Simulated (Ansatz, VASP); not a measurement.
# BAs in VASP and in Ansatz

```
B As
1.0
     0.00000    2.42843    2.42843
     2.42843    0.00000    2.42843
     2.42843    2.42843    0.00000
B As
1 1
Direct
  0.00000 0.00000 0.00000
  0.25000 0.25000 0.25000
```

Alike in both runs: task single point; functional PBE; k mesh 10 × 10 × 10; occupations gaussian, width 0.02 eV; no spin polarisation.

|  | VASP | Ansatz |
| --- | --- | --- |
| version | VASP 6.6.1 | Ansatz 0.2.0 |
| potentials or method | VASP PAW PBE potentials, release 64 (B, As), cutoff 500 eV | scalar-relativistic, plane waves, PAW |
| valence electrons in the cell | 8 | 18 |

Ansatz gave:

| Property | Result |
| --- | --- |
| gap on the k mesh at the Fermi level (eV) | 1.23 |
| least direct gap on the mesh (eV) | 3.22 |
| pressure (GPa) | -3.6 |

Question: Estimate VASP's values.

Answer: gap on the k mesh at the Fermi level (eV): 1.23; least direct gap on the mesh (eV): 3.22; pressure (GPa): -3.1.

VASP's potentials hold 8 valence electrons a cell and Ansatz's 18, so a difference there can come from the potentials and not from the codes.
